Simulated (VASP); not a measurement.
Te:

```
CELL_PARAMETERS angstrom
3.33000 0.00000 0.00000
-1.66500 2.88386 0.00000
0.00000 0.00000 5.43789
ATOMIC_POSITIONS crystal
Te 0.33333 0.66667 0.25000
Te 0.66667 0.33333 0.75000
```

This isn't the form of Te at room conditions, which is trigonal, of chains.

```yaml
Program: VASP 6.6.1
Task: relaxation of cell and atoms
Functional: PBEsol
Potentials_or_basis: VASP PAW PBE potentials, release 64 (Te)
Cutoff: 600 eV
k_mesh: 9 × 9 × 5
Occupations: fermi-dirac, width 0.02 eV
Spin: no spin polarisation
```

At the start: pressure 2.1 GPa; volume 26.11 Å³/atom.

Problem. Where does the relaxation end?

Solution. Over 15 steps the energy falls by 195.1 meV/atom and the volume is 29.10 Å³/atom (+11.5 %); space group P6_3/mmc (No. 194, to 0.1 Å) before and after.

The path:
```csv
step,energy change (eV),largest force (eV/Å),pressure (GPa),volume (Å³)
1,0.0000,0.0000,2.08,52.22
2,-0.0432,0.0000,-1.01,54.79
3,-0.0488,0.0000,-1.60,55.43
4,-0.0667,0.0000,-2.80,56.73
5,-0.0636,0.0000,-4.79,59.33
6,-0.0723,0.0000,-3.64,57.72
7,-0.0989,0.0000,-3.72,57.91
8,-0.1279,0.0000,-3.60,58.15
9,-0.2382,0.0000,-2.85,58.50
10,-0.3900,0.0000,-0.25,58.58
11,-0.3896,0.0000,-0.39,58.60
12,-0.3896,0.0000,-0.16,58.27
13,-0.3897,0.0000,-0.28,58.44
14,-0.3901,0.0000,-0.09,58.30
15,-0.3902,0.0000,0.04,58.21
```

Final structure:
```yaml
crystal:
  lattice:
    - [3.89274, 0.00000, 0.00000]
    - [-1.94637, 3.37121, 0.00000]
    - [0.00000, 0.00000, 4.43541]
  atoms:
    - { symbol: Te, position: [0.33333, 0.66667, 0.25000] }
    - { symbol: Te, position: [0.66667, 0.33333, 0.75000] }
```

Caveat: a cell axis changed by over 15 % at a fixed basis, so the end point is rough; the PAW data sets were made with another functional, which shifts forces and pressure a little.
